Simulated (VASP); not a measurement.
# Ti (P6_3/mmc) in VASP: notebook, part 2 of 2

VASP 6.6.1. Earlier steps stand in the parts before.

## (4) Relaxation of cell and atoms, LDA, target pressure 15 GPa, at which the enthalpy is minimised

INCAR

```
SYSTEM = Ti
ALGO = Normal
EDIFF = 1E-6
EDIFFG = -0.002
ENCUT = 600
GGA = CA
IBRION = 2
ISIF = 3
ISMEAR = -1
LASPH = .TRUE.
LCHARG = .FALSE.
LREAL = .FALSE.
LWAVE = .FALSE.
NELM = 60
NSW = 100
PREC = Accurate
PSTRESS = 150.0
SIGMA = 0.08
```

KPOINTS

```
k-points
0
G
  18 18 10
  0 0 0
```

POSCAR

```
Ti
1.0
    2.8642175340      0.0000000000      0.0000000000
   -1.4321087670      2.4804851464      0.0000000000
    0.0000000000      0.0000000000      4.5358394173
Ti
2
Direct
    0.3333333333      0.6666666667      0.2500000000
    0.6666666667      0.3333333333      0.7500000000
```

Potentials or basis: VASP PAW LDA potentials, release 64 (Ti_sv).

Launch:

```sh
$ cat potpaw_LDA.64/Ti_sv/POTCAR > POTCAR
$ mpirun -np 1 vasp_std > vasp.out
```

OUTCAR:

```text
SYSTEM = Ti
   EDIFF = 1E-6
   EDIFFG = -0.002
   ENCUT = 600
   GGA = CA
   IBRION = 2
   ISIF = 3
   ISMEAR = -1
   LASPH = .TRUE.
   LREAL = .FALSE.
   NELM = 60
   NSW = 100
   PREC = Accurate
   PSTRESS = 150.0

 ion  position               nearest neighbor table
   1  0.333  0.667  0.250-   2 2.81   2 2.81   2 2.81   2 2.81   2 2.81   2 2.81
   2  0.667  0.333  0.750-   1 2.81   1 2.81   1 2.81   1 2.81   1 2.81   1 2.81

  LATTYP: Found a hexagonal cell.
 ALAT       =     2.8642175340
 C/A-ratio  =     1.5836225299

  Lattice vectors:

 A1 = (   2.8642175340,   0.0000000000,   0.0000000000)
 A2 = (  -1.4321087670,   2.4804851464,   0.0000000000)
 A3 = (   0.0000000000,   0.0000000000,   4.5358394173)

Analysis of symmetry for initial positions (statically):
=====================================================================
 Subroutine PRICEL returns:
 Original cell was already a primitive cell.

 Routine SETGRP: Setting up the symmetry group for a
 hexagonal supercell.

 Subroutine GETGRP returns: Found 24 space group operations
 (whereof 12 operations were pure point group operations)
 out of a pool of 24 trial point group operations.

The static configuration has the point symmetry D_3d.
 The point group associated with its full space group is D_6h.

Analysis of symmetry for dynamics (positions and initial velocities):
=====================================================================
 Subroutine PRICEL returns:
 Original cell was already a primitive cell.

 Routine SETGRP: Setting up the symmetry group for a
 hexagonal supercell.

 Subroutine GETGRP returns: Found 24 space group operations
 (whereof 12 operations were pure point group operations)
 out of a pool of 24 trial point group operations.

The dynamic configuration has the point symmetry D_3d.
 The point group associated with its full space group is D_6h.

 Subroutine INISYM returns: Found 24 space group operations
 (whereof 12 operations are pure point group operations),
 and found     1 'primitive' translations

----------------------------------------------------------------------------------------

[... 94 lines left out ...]
   EDIFFG = -.2E-02   stopping-criterion for IOM
   NSW    =    100    number of steps for IOM
   IBRION =      2    ionic relax: 0-MD 1-quasi-New 2-CG
   NFREE  =      1    steps in history (QN), initial steepest desc. (CG)
   ISIF   =      3    stress and relaxation
   ISYM   =      2    0-nonsym 1-usesym 2-fastsym
   POTIM  = 0.5000    time-step for ionic-motion
   TEBEG  =    0.0;   TEEND  =   0.0 temperature during run
   PSTRESS=  150.0 pullay stress
   NELECT =      24.0000    total number of electrons
   NUPDOWN=      -1.0000    fix difference up-down
   EMIN   =  10.00;   EMAX   =-10.00  energy-range for DOS
   EFERMI =   0.00;   METHOD = LEGACY
   ISMEAR =    -1;   SIGMA  =   0.08  broadening in eV -4-tet -1-fermi 0-gaus
   EFERMI_NEDOS =   21; number of points for ismear=-14 and -15
   IALGO  =     38    algorithm
   IMIX   =      4    mixing-type and parameters
     AMIX     =   0.40;   BMIX     =  1.00
     AMIX_MAG =   1.60;   BMIX_MAG =  1.00
  volume/ion in A,a.u.               =      16.11       108.73
  Fermi-wavevector in a.u.,A,eV,Ry     =   1.483925  2.804211 29.960464  2.202032
  Thomas-Fermi vector in A             =   2.597525
   LORBIT       =      0    0 simple, 1 ext, 2 COOP (PROOUT), +10 PAW based schemes
   GGA     = CA    functional components
   LHFCALC =     F    Hartree Fock is set to
   AEXX    =    0.0000 exact exchange contribution
   IVDW    =     0    specifies the selected vdW correction
   LEPSILON=     F    determine dielectric tensor
   LRPA    =     F    only Hartree local field effects (RPA)
 conjugate gradient relaxation of ions
 non-spin polarized calculation
  energy-cutoff  :      600.00
  volume of cell :       32.23
 maximum number of plane-waves:      1092
 NGX is ok and might be reduce to    24
   NGX = 11   NGY = 11   NGZ = 19

--------------------------------------- Ionic step        1  -------------------------------------------

 number of electron      24.0000003 magnetization

 Free energy of the ion-electron system (eV)
  ---------------------------------------------------
  ext. energy  EPLUGINS =         0.00000000
  ---------------------------------------------------
  free energy    TOTEN  =       -17.12113167 eV

  energy without entropy =      -17.07517240  energy(sigma->0) =      -17.09815203

 E-fermi :   8.8941     XC(G=0): -12.1480

 val. band max:        8.8932892388   @ k =   0.3333   0.3333   0.3000
 cond. band min:       8.8975238883   @ k =   0.3333   0.1667   0.4000
 fundamental gap:      0.0042346496
 Fermi energy:         8.8941306830

 k-point     1 :       0.0000    0.0000    0.0000
  band No.  band energies     occupation
      1     -47.1379      2.00000
      2     -46.9424      2.00000
      3     -24.2093      2.00000
      4     -23.3829      2.00000
      5     -23.3829      2.00000
      6     -23.2794      2.00000
[... 712 lines left out ...]
--------------------------------------- Ionic step        8  -------------------------------------------

 number of electron      23.9999996 magnetization

 Free energy of the ion-electron system (eV)
  ---------------------------------------------------
  ext. energy  EPLUGINS =         0.00000000
  ---------------------------------------------------
  free energy    TOTEN  =       -16.98636379 eV

  energy without entropy =      -16.94346816  energy(sigma->0) =      -16.96491598

 E-fermi :  10.0947     XC(G=0): -12.6610

 val. band max:       10.0941159642   @ k =   0.1111   0.0556   0.1000
 cond. band min:      10.0965354154   @ k =   0.3333   0.2778   0.3000
 fundamental gap:      0.0024194512
 Fermi energy:        10.0946688319

 k-point     1 :       0.0000    0.0000    0.0000
  band No.  band energies     occupation
      1     -45.8109      2.00000
      2     -45.5259      2.00000
      3     -23.0253      2.00000
      4     -21.9087      2.00000
      5     -21.9087      2.00000
      6     -21.7636      2.00000
[... 480 lines left out ...]
  energy  without entropy=      -16.9434681608  energy(sigma->0) =      -16.96491598

  enthalpy is  TOTEN    =       -14.2634750096 eV   P V=        2.7228887846

 reached required accuracy - stopping structural energy minimisation
```

CONTCAR:

```text
Ti
   1.00000000000000
     2.7629602938513904   -0.0000000000000000    0.0000000000000000
    -1.3814801469256952    2.3927938041119896   -0.0000000000000000
     0.0000000000000000    0.0000000000000000    4.3991554356982512
  Ti
     2
Direct
     0.3333333332999970    0.6666666667000030    0.2500000000000000
     0.6666666667000030    0.3333333332999970    0.7500000000000000

  0.00000000E+00  0.00000000E+00  0.00000000E+00
  0.00000000E+00  0.00000000E+00  0.00000000E+00
```

It took 6.2 min on 1 thread of Intel Xeon 8259CL, shared host; peak memory 0.25 GiB.

Results:

```yaml
Free_energy: -16.9864 eV
Relaxed_volume: 14.54 Å³/atom
Relaxed_cell: a = 2.763 Å, b = 2.763 Å, c = 4.399 Å, α = 90.00°, β = 90.00°, γ = 120.00°
Space_group_after_relaxing_to_0.1_Å: P6_3/mmc (No. 194)
Energy_change_on_relaxing_the_run_minimises_the_enthalpy: +67.4 meV/atom
Ionic_steps: 8
Pressure_after_relaxing: 15.0 GPa
Band_gap_on_the_k_mesh: zero (bands 12 and 13 overlap by 1.19 eV)
```

Step by step:
```csv
step,energy change (eV),largest force (eV/Å),pressure (GPa),volume (Å³)
1,0.0000,0.0000,-0.16,32.23
2,0.7239,0.0000,41.60,25.62
3,0.1260,0.0000,14.46,29.18
4,0.1337,0.0000,14.95,29.10
5,0.1394,0.0000,15.24,29.04
6,0.1315,0.0000,14.81,29.12
7,0.1312,0.0000,14.79,29.12
8,0.1348,0.0000,14.99,29.08
```

Final structure:
```xyz
2
Lattice="2.7630 0.0000 0.0000 -1.3815 2.3928 0.0000 0.0000 0.0000 4.3992" Properties=species:S:1:pos:R:3 pbc="T T T"
Ti    0.0000    1.5952    1.0998
Ti    1.3815    0.7976    3.2994
```

Caveat: the cell is relaxed towards a set pressure, so the run minimises the enthalpy, not the energy.

## (5) Overview

| cell | gap on the mesh (eV) | pressure (GPa) |
| --- | --- | --- |
| relaxed to 7 GPa | none | 7.0 |
| relaxed to 10 GPa | none | 10.0 |
| relaxed to 15 GPa | none | 15.0 |

Alike in all rows: task relaxation of cell and atoms; level LDA; potentials or basis VASP PAW LDA potentials, release 64 (Ti_sv); no spin polarisation; k mesh 18 × 18 × 10; cutoff (eV) 600; smearing fermi-dirac 0.08 eV.

Caveats: the cell is relaxed towards a set pressure, so the run minimises the enthalpy, not the energy.

Absolute energies hang on the potentials; compare differences alone.
